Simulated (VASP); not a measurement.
# BeTe (F-43m) in VASP: a series of runs

The runs below take BeTe through single point, with PBE, r2SCAN.

All numbers are computed with VASP 6.6.1; they aren't measurements. Logs are shortened: lines on timing, memory, paths and dates and some standing lists are left out, and cuts for length are marked.

### Step 1. The cell of the first run

Symmetry: F-43m, No. 216, cubic system. The conventional cell has a = 5.546 Å, b = 5.546 Å, c = 5.546 Å, α = 90.00°, β = 90.00°, γ = 90.00°. Within 3.2 Å of Be (site symmetry -43m) lie 4 Te at 2.40 Å. Within 3.2 Å of Te (site symmetry -43m) lie 4 Be at 2.40 Å.

### Step 2. Single point, PBE

Contents of INCAR:

```
PREC = Accurate
ENCUT = 520
EDIFF = 1E-6
ISMEAR = 0
SIGMA = 0.0217
LREAL = False
LASPH = True
NELM = 80
ALGO = Normal
ISIF = 2
LWAVE = False
LCHARG = False
GGA = PE
NBANDS = 11
```

Contents of KPOINTS:

```
regular mesh
0
Gamma
  6 6 6
```

Contents of POSCAR:

```
BeTe
1.0
    0.0000000000      2.7731250000      2.7731250000
    2.7731250000      0.0000000000      2.7731250000
    2.7731250000      2.7731250000      0.0000000000
Be Te
1 1
Direct
    0.0000000000      0.0000000000      0.0000000000
    0.2500000000      0.2500000000      0.2500000000
```

Potentials or basis: VASP PAW PBE potentials, release 64 (Be, Te).

Command:

```bash
> cat potpaw_PBE.64/Be/POTCAR potpaw_PBE.64/Te/POTCAR > POTCAR
> mpirun -np 1 vasp_std > vasp.out
```

OUTCAR:

```text
PREC = Accurate
   ENCUT = 520
   EDIFF = 1E-6
   ISMEAR = 0
   LREAL = False
   LASPH = True
   NELM = 80
   ISIF = 2
   GGA = PE

 ion  position               nearest neighbor table
   1  0.000  0.000  0.000-   2 2.40   2 2.40   2 2.40   2 2.40
   2  0.250  0.250  0.250-   1 2.40   1 2.40   1 2.40   1 2.40

  LATTYP: Found a face centered cubic cell.
 ALAT       =     5.5462500000

  Lattice vectors:

 A1 = (   0.0000000000,   2.7731250000,   2.7731250000)
 A2 = (   2.7731250000,   0.0000000000,   2.7731250000)
 A3 = (   2.7731250000,   2.7731250000,   0.0000000000)

Analysis of symmetry for initial positions (statically):
[... 5 lines left out ...]
 face centered cubic supercell.

 Subroutine GETGRP returns: Found 24 space group operations
 (whereof 24 operations were pure point group operations)
 out of a pool of 48 trial point group operations.

The static configuration has the point symmetry T_d .

Analysis of symmetry for dynamics (positions and initial velocities):
[... 5 lines left out ...]
 face centered cubic supercell.

 Subroutine GETGRP returns: Found 24 space group operations
 (whereof 24 operations were pure point group operations)
 out of a pool of 48 trial point group operations.

The dynamic configuration has the point symmetry T_d .

 Subroutine INISYM returns: Found 24 space group operations
 (whereof 24 operations are pure point group operations),
 and found     1 'primitive' translations

----------------------------------------------------------------------------------------

                                     Primitive cell

  volume of cell :      42.6519

  direct lattice vectors                    reciprocal lattice vectors
     0.000000000  2.773125000  2.773125000    -0.180302006  0.180302006  0.180302006
     2.773125000  0.000000000  2.773125000     0.180302006 -0.180302006  0.180302006
     2.773125000  2.773125000  0.000000000     0.180302006  0.180302006 -0.180302006

  length of vectors
     3.921790985  3.921790985  3.921790985     0.312292235  0.312292235  0.312292235

  position of ions in fractional coordinates (direct lattice)
     0.000000000  0.000000000  0.000000000
     0.250000000  0.250000000  0.250000000

  ion indices of the primitive-cell ions
   primitive index   ion index
                 1           1
                 2           2

----------------------------------------------------------------------------------------

 KPOINTS: regular mesh

Automatic generation of k-mesh.
 Grid dimensions read from file:
 generate k-points for:    6    6    6

 Generating k-lattice:

  Cartesian coordinates                     Fractional coordinates (reciprocal lattice)
    -0.030050334  0.030050334  0.030050334     0.166666667  0.000000000  0.000000000
     0.030050334 -0.030050334  0.030050334     0.000000000  0.166666667  0.000000000
     0.030050334  0.030050334 -0.030050334     0.000000000  0.000000000  0.166666667

  Length of vectors
     0.052048706  0.052048706  0.052048706

  Shift w.r.t. Gamma in fractional coordinates (k-lattice)
     0.000000000  0.000000000  0.000000000

 Subroutine IBZKPT returns following result:
 ===========================================

 Found     16 irreducible k-points:

 Following reciprocal coordinates:
            Coordinates               Weight
  0.000000  0.000000  0.000000      1.000000
  0.166667  0.000000  0.000000      8.000000
  0.333333  0.000000  0.000000      8.000000
  0.500000  0.000000  0.000000      4.000000
  0.166667  0.166667  0.000000      6.000000
  0.333333  0.166667  0.000000     24.000000
[... 8 lines left out ...]
 -0.333333  0.333333  0.166667     24.000000
 -0.333333  0.500000  0.166667     12.000000
   k-points           NKPTS =     16   k-points in BZ     NKDIM =     16   number of bands    NBANDS=     11
   number of dos      NEDOS =    301   number of ions     NIONS =      2
   total plane-waves  NPLWV =  27000
   dimension x,y,z NGX =    30 NGY =   30 NGZ =   30
   dimension x,y,z NGXF=    60 NGYF=   60 NGZF=   60
   ions per type =               1   1
   NGX,Y,Z   is equivalent  to a cutoff of  12.72, 12.72, 12.72 a.u.
   NGXF,Y,Z  is equivalent  to a cutoff of  25.43, 25.43, 25.43 a.u.
 SYSTEM =  unknown system
   PREC   = accura    normal or accurate (medium, high low for compatibility)
   ISTART =      0    job   : 0-new  1-cont  2-samecut
   ICHARG =      2    charge: 1-file 2-atom 10-const
   ISPIN  =      1    spin polarized calculation?
   LNONCOLLINEAR =      F non collinear calculations
   LSORBIT =      F    spin-orbit coupling
   LASPH  =      T    aspherical Exc in radial PAW
   ENCUT  =  520.0 eV  38.22 Ry    6.18 a.u.   7.29  7.29  7.29*2*pi/ulx,y,z
   NELM   =     80;   NELMIN=  2; NELMDL= -5     # of ELM steps
   EDIFF  = 0.1E-05   stopping-criterion for ELM
   LREAL  =      F    real-space projection
   EDIFFG = 0.1E-04   stopping-criterion for IOM
   NSW    =      0    number of steps for IOM
   IBRION =     -1    ionic relax: 0-MD 1-quasi-New 2-CG
   NFREE  =      0    steps in history (QN), initial steepest desc. (CG)
   ISIF   =      2    stress and relaxation
   ISYM   =      2    0-nonsym 1-usesym 2-fastsym
   POTIM  = 0.5000    time-step for ionic-motion
   TEBEG  =    0.0;   TEEND  =   0.0 temperature during run
   PSTRESS=    0.0 pullay stress
   NELECT =       8.0000    total number of electrons
   NUPDOWN=      -1.0000    fix difference up-down
   EMIN   =  10.00;   EMAX   =-10.00  energy-range for DOS
   EFERMI =   0.00;   METHOD = LEGACY
   ISMEAR =     0;   SIGMA  =   0.02  broadening in eV -4-tet -1-fermi 0-gaus
   EFERMI_NEDOS =   21; number of points for ismear=-14 and -15
   IALGO  =     38    algorithm
   IMIX   =      4    mixing-type and parameters
     AMIX     =   0.40;   BMIX     =  1.00
     AMIX_MAG =   1.60;   BMIX_MAG =  1.00
  volume/ion in A,a.u.               =      21.33       143.91
  Fermi-wavevector in a.u.,A,eV,Ry     =   0.937113  1.770887 11.948380  0.878181
  Thomas-Fermi vector in A             =   2.064191
   LORBIT       =      0    0 simple, 1 ext, 2 COOP (PROOUT), +10 PAW based schemes
   GGA     = PE    functional components
   LHFCALC =     F    Hartree Fock is set to
   AEXX    =    0.0000 exact exchange contribution
   IVDW    =     0    specifies the selected vdW correction
[... 50 lines left out ...]
      8      11.6899      0.00000
      9      14.6234      0.00000
     10      14.7383      0.00000
     11      14.7383      0.00000

 k-point     3 :       0.3333    0.0000    0.0000
  band No.  band energies     occupation
      1      -6.0061      2.00000
      2       0.9454      2.00000
      3       4.6387      2.00000
      4       4.6387      2.00000
      5       8.9281      0.00000
      6      10.2343      0.00000
      7      10.2343      0.00000
      8      13.4714      0.00000
      9      15.1942      0.00000
     10      15.3031      0.00000
     11      15.3031      0.00000

 k-point     4 :       0.5000    0.0000    0.0000
  band No.  band energies     occupation
      1      -5.5196      2.00000
      2      -0.2169      2.00000
      3       4.4140      2.00000
      4       4.4140      2.00000
      5       8.8274      0.00000
      6      10.1920      0.00000
      7      10.1920      0.00000
      8      13.4233      0.00000
      9      16.7744      0.00000
     10      17.3036      0.00000
     11      17.3036      0.00000

 k-point     5 :       0.1667    0.1667    0.0000
  band No.  band energies     occupation
      1      -6.6137      2.00000
      2       3.8959      2.00000
      3       4.5315      2.00000
      4       4.5315      2.00000
      5       8.5850      0.00000
      6      10.8317      0.00000
      7      10.8317      0.00000
      8      10.8712      0.00000
      9      13.6037      0.00000
     10      15.3568      0.00000
     11      16.4061      0.00000

 k-point     6 :       0.3333    0.1667    0.0000
  band No.  band energies     occupation
      1      -6.0436      2.00000
      2       1.7560      2.00000
      3       3.9220      2.00000
      4       3.9513      2.00000
      5       8.8317      0.00000
      6      10.7220      0.00000
      7      11.3350      0.00000
      8      11.6630      0.00000
      9      15.5413      0.00000
     10      16.0637      0.00000
     11      16.6124      0.00000

 k-point     7 :       0.5000    0.1667    0.0000
  band No.  band energies     occupation
      1      -5.4136      2.00000
      2       0.1742      2.00000
      3       3.2005      2.00000
      4       3.8857      2.00000
      5       9.0250      0.00000
      6      10.8736      0.00000
      7      11.3720      0.00000
      8      12.8987      0.00000
      9      15.5603      0.00000
     10      17.3948      0.00000
     11      17.5061      0.00000

 k-point     8 :      -0.3333    0.1667    0.0000
  band No.  band energies     occupation
      1      -5.5847      2.00000
      2       0.5557      2.00000
      3       2.9356      2.00000
      4       4.3520      2.00000
      5       9.4088      0.00000
      6      10.8687      0.00000
      7      10.8813      0.00000
      8      13.4342      0.00000
      9      14.6939      0.00000
     10      15.5482      0.00000
     11      17.6437      0.00000
[... 29 lines left out ...]
 k-point    11 :       0.5000    0.3333    0.0000
  band No.  band energies     occupation
      1      -5.1491      2.00000
      2       0.6264      2.00000
      3       2.2355      2.00000
      4       3.1131      2.00000
      5       8.0872      0.00000
      6       9.6465      0.00000
      7      13.8347      0.00000
      8      13.9107      0.00000
      9      16.6543      0.00000
     10      17.9093      0.00000
     11      18.6001      0.00000

 k-point    12 :      -0.3333    0.3333    0.0000
  band No.  band energies     occupation
      1      -5.1072      2.00000
      2       0.7367      2.00000
      3       1.3924      2.00000
      4       3.5565      2.00000
      5       8.5948      0.00000
      6      12.5053      0.00000
      7      12.7756      0.00000
      8      13.4003      0.00000
      9      13.9111      0.00000
     10      15.3050      0.00000
     11      19.3696      0.00000

 k-point    13 :       0.5000    0.5000    0.0000
  band No.  band energies     occupation
      1      -4.9802      2.00000
      2       0.2582      2.00000
      3       2.8046      2.00000
      4       2.8046      2.00000
      5       7.4823      0.00000
      6       8.2242      0.00000
      7      15.6256      0.00000
      8      15.6256      0.00000
      9      17.4460      0.00000
     10      19.1423      0.00000
     11      19.2591      0.00000

 k-point    14 :       0.5000    0.3333    0.1667
  band No.  band energies     occupation
      1      -5.4715      2.00000
      2       1.0314      2.00000
      3       2.3769      2.00000
      4       3.4999      2.00000
      5       9.5681      0.00000
      6      10.5642      0.00000
      7      10.9875      0.00000
      8      13.5228      0.00000
      9      15.8182      0.00000
     10      16.3225      0.00000
     11      18.6139      0.00000

 k-point    15 :      -0.3333    0.3333    0.1667
  band No.  band energies     occupation
      1      -5.1067      2.00000
      2       0.5312      2.00000
      3       1.9300      2.00000
      4       3.0469      2.00000
      5      10.0761      0.00000
      6      10.4083      0.00000
      7      12.6060      0.00000
      8      13.0196      0.00000
      9      14.4602      0.00000
     10      17.7269      0.00000
     11      18.5604      0.00000

 k-point    16 :      -0.3333    0.5000    0.1667
  band No.  band energies     occupation
      1      -4.9503      2.00000
      2       0.6157      2.00000
      3       2.0189      2.00000
      4       2.3242      2.00000
      5       9.3146      0.00000
      6       9.8834      0.00000
      7      13.1182      0.00000
      8      13.4033      0.00000
      9      16.7811      0.00000
     10      17.7642      0.00000
     11      18.6839      0.00000

------------------------ aborting loop because EDIFF is reached ----------------------------------------

  FORCE on cell =-STRESS in cart. coord.  units (eV):
  Direction    XX          YY          ZZ          XY          YZ          ZX
  --------------------------------------------------------------------------------------
  -------------------------------------------------------------------------------------
  Total        1.1323732      1.1323732      1.1323732      0.0000000      0.0000000      0.0000000
  in kB       42.5365072     42.5365072     42.5365072      0.0000000      0.0000000      0.0000000
  external PRESSURE =      42.5365072 kB  Pullay stress =       0.0000000 kB

 VOLUME and BASIS-vectors are now :
 -----------------------------------------------------------------------------
  energy-cutoff  :      520.00
  volume of cell :       42.65
      direct lattice vectors                 reciprocal lattice vectors
     0.000000000  2.773125000  2.773125000    -0.180302006  0.180302006  0.180302006
     2.773125000  0.000000000  2.773125000     0.180302006 -0.180302006  0.180302006
     2.773125000  2.773125000  0.000000000     0.180302006  0.180302006 -0.180302006

 POSITION                                       TOTAL-FORCE (eV/Angst)
 -----------------------------------------------------------------------------------
      0.00000      0.00000      0.00000         0.000000      0.000000      0.000000
      1.38656      1.38656      1.38656        -0.000000     -0.000000     -0.000000
 -----------------------------------------------------------------------------------
    total drift:                                0.000000      0.000000      0.000000

  FREE ENERGIE OF THE ION-ELECTRON SYSTEM (eV)
  ---------------------------------------------------
  free  energy   TOTEN  =        -7.5823293937 eV

  energy  without entropy=       -7.5823293937  energy(sigma->0) =       -7.58232939
```

Wall time 7.9 s (1 thread of AMD EPYC 7R13 (Zen 3), shared host); peak memory 0.14 GiB.

What came out:

```yaml
Free_energy: -7.5823 eV
Pressure: 4.3 GPa
Band_gap_on_the_k_mesh: 1.86 eV, indirect (least direct gap 3.57 eV)
```

Caveat: spin-orbit coupling is left out, which moves the levels of the heavy elements.

### Step 3. Single point, r2SCAN

POSCAR is that of step 2.

Contents of INCAR.step1:

```
  PREC = Accurate
  ENCUT = 520
  ISMEAR = 0
  SIGMA = 0.0217
  LREAL = False
  LASPH = True
  NELM = 60
  NBANDS = 11
  GGA = PE
  ALGO = Normal
  EDIFF = 1E-4
  LWAVE = True
  LCHARG = False
```

Contents of INCAR.step2:

```
  PREC = Accurate
  ENCUT = 520
  EDIFF = 1E-7
  ISMEAR = 0
  SIGMA = 0.0217
  LREAL = False
  LASPH = True
  NELM = 60
  ALGO = Normal
  ISIF = 2
  LWAVE = False
  LCHARG = False
  METAGGA = R2SCAN
  LMIXTAU = True
  NBANDS = 11
  ISTART = 1
```

KPOINTS is that of step 2.

Potentials or basis: VASP PAW PBE potentials, release 64 (Be, Te).

Command:

```bash
> cat potpaw_PBE.64/Be/POTCAR potpaw_PBE.64/Te/POTCAR > POTCAR
> cp INCAR.step1 INCAR
> mpirun -np 1 vasp_std > vasp.out
> cp INCAR.step2 INCAR
> mpirun -np 1 vasp_std > vasp.out
```

Run time: 35 s. Hardware: 1 thread of AMD EPYC 7R13 (Zen 3), shared host; peak memory 0.14 GiB.

It converged, with:

* Free energy: -30.6450 eV
* Pressure: 4.2 GPa
* Band gap on the k mesh: 2.21 eV, indirect (least direct gap 3.96 eV)

Levels at points of the mesh, in eV from the valence-band top:
| k point | band 2 | band 3 | band 4 | band 5 | band 6 | band 7 |
| --- | --- | --- | --- | --- | --- | --- |
| (0.00, 0.00, 0.00) | 0.00 | 0.00 | 0.00 | 3.96 | 3.96 | 3.96 |
| (0.50, 0.00, 0.00) | -6.08 | -1.26 | -1.26 | 3.68 | 4.98 | 4.98 |
| (0.50, 0.50, 0.00) | -5.61 | -2.93 | -2.93 | 2.21 | 2.92 | 10.87 |

Caveat: the PAW data sets were made with another functional, which shifts forces and pressure a little; spin-orbit coupling is left out, which moves the levels of the heavy elements. r2SCAN opens gaps a little over a GGA but as a rule still falls short of measured ones.

### Step 4. Single point, r2SCAN, collinear spin, zero start

POSCAR is that of step 3.

Contents of INCAR.step1:

```
ALGO     = Normal         # electronic algorithm
EDIFF    = 1E-4           # SCF threshold, eV
ENCUT    = 520            # plane-wave cutoff, eV
GGA      = PE             # functional
ISMEAR   = 0              # smearing method
ISPIN    = 2              # spin polarisation
LASPH    = T              # aspherical terms in the spheres
LCHARG   = F              # write CHGCAR
LREAL    = F              # projectors in reciprocal space
LWAVE    = T              # write WAVECAR
MAGMOM   = 0 0            # initial moments
NBANDS   = 15             # bands
NELM     = 150            # most SCF steps
PREC     = Accurate       # precision mode
SIGMA    = 0.0217         # smearing width, eV
```

Contents of INCAR.step2:

```
ALGO     = Normal         # electronic algorithm
EDIFF    = 1E-6           # SCF threshold, eV
ENCUT    = 520            # plane-wave cutoff, eV
ISIF     = 2              # what is computed and relaxed
ISMEAR   = 0              # smearing method
ISPIN    = 2              # spin polarisation
ISTART   = 1            
LASPH    = T              # aspherical terms in the spheres
LCHARG   = F              # write CHGCAR
LMIXTAU  = T            
LORBIT   = 11             # projections on sites
LREAL    = F              # projectors in reciprocal space
LWAVE    = F              # write WAVECAR
MAGMOM   = 0 0            # initial moments
METAGGA  = R2SCAN         # meta-GGA
NBANDS   = 15             # bands
NELM     = 150            # most SCF steps
PREC     = Accurate       # precision mode
SIGMA    = 0.0217         # smearing width, eV
```

Contents of KPOINTS:

```
k-points
0
Gamma
  6 6 6
```

Command:

```bash
> cat potpaw_PBE.64/Be/POTCAR potpaw_PBE.64/Te/POTCAR > POTCAR
> cp INCAR.step1 INCAR
> mpirun -np 1 vasp_std > vasp.out
> cp INCAR.step2 INCAR
> mpirun -np 1 vasp_std > vasp.out
```

Wall time 60 s (1 thread of AMD EPYC 7R13 (Zen 3), shared host); peak memory 0.17 GiB.

Results (log left out):

```yaml
Free_energy: -30.6450 eV
Pressure: 4.2 GPa
Band_gap_on_the_k_mesh: 2.22 eV, indirect (least direct gap 3.96 eV)
Net_moment: 0.00 μB per cell
Valence_electrons_inside_the_program's_atomic_spheres: Be 0.97; Te 3.60
```

Levels at points of the mesh, in eV from the valence-band top:
Spin up:
```tsv
k point	band 1	band 2	band 3	band 4	band 5	band 6	band 7	band 8	band 9
(0.00, 0.00, 0.00)	-13.12	0.00	0.00	0.00	3.96	3.96	3.96	4.88	9.12
(0.50, 0.00, 0.00)	-11.55	-6.08	-1.26	-1.26	3.68	4.98	4.98	8.46	12.01
(0.50, 0.50, 0.00)	-10.97	-5.61	-2.93	-2.93	2.22	2.92	10.87	10.87	12.82
```
Spin down:
| k point | band 1 | band 2 | band 3 | band 4 | band 5 | band 6 | band 7 | band 8 |
| --- | --- | --- | --- | --- | --- | --- | --- | --- |
| (0.00, 0.00, 0.00) | -13.12 | 0.00 | 0.00 | 0.00 | 3.96 | 3.96 | 3.96 | 4.88 |
| (0.50, 0.00, 0.00) | -11.55 | -6.08 | -1.26 | -1.26 | 3.68 | 4.98 | 4.98 | 8.46 |
| (0.50, 0.50, 0.00) | -10.97 | -5.61 | -2.93 | -2.93 | 2.22 | 2.92 | 10.87 | 10.87 |

Caveat: the PAW data sets were made with another functional, which shifts forces and pressure a little; spin-orbit coupling is left out, which moves the levels of the heavy elements.

### Step 5. Overview

| level | spin | gap on the mesh (eV) | pressure (GPa) |
| --- | --- | --- | --- |
| PBE | off | 1.86 | 4.3 |
| r2SCAN | off | 2.21 | 4.2 |
| r2SCAN | collinear, zero start | 2.22 | 4.2 |

Alike in all rows: task single point; potentials or basis VASP PAW PBE potentials, release 64 (Be, Te); cell as given; k mesh 6 × 6 × 6; cutoff (eV) 520; smearing gaussian 0.0217 eV.

On the cell as given the gap runs from 1.86 eV (PBE) to 2.22 eV (r2SCAN).

Caveats: spin-orbit coupling is left out, which moves the levels of the heavy elements; the PAW data sets were made with another functional, which shifts forces and pressure a little (some runs).

Absolute energies hang on the potentials; compare differences alone.
